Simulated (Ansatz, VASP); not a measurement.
**Two plane-wave programs on Be**

```
Be
1.0
     2.28530    0.00000    0.00000
    -1.14265    1.97913    0.00000
     0.00000    0.00000    3.58420
Be
2
Cartesian
  1.1427 0.6597 2.6882
  0.0000 1.3194 0.8961
```

Alike in both runs: task single point; functional LDA; k mesh 13 × 13 × 8; occupations gaussian, width 0.05 eV; no spin polarisation.

```csv
,VASP,Ansatz
version,VASP 6.6.1,Ansatz 0.2.0
potentials or method,"VASP PAW LDA potentials, release 64 (Be)",Ansatz PAW
plane-wave cutoff (eV),520,420
valence electrons in the cell,4,4
```

|  | VASP | Ansatz | Ansatz less VASP |
| --- | --- | --- | --- |
| gap on the k mesh at the Fermi level (eV) | none | none | - |
| pressure (GPa) | -7.9 | -8.2 | -0.37 |
| traceless stress, the component that is largest in VASP (GPa) | -0.52 | -0.53 | -0.007 |

LDA's correlation is that of Perdew and Zunger in VASP and of Perdew and Wang (1992) in Ansatz. A gap of «none» marks a metal or a gap that the smearing closes.
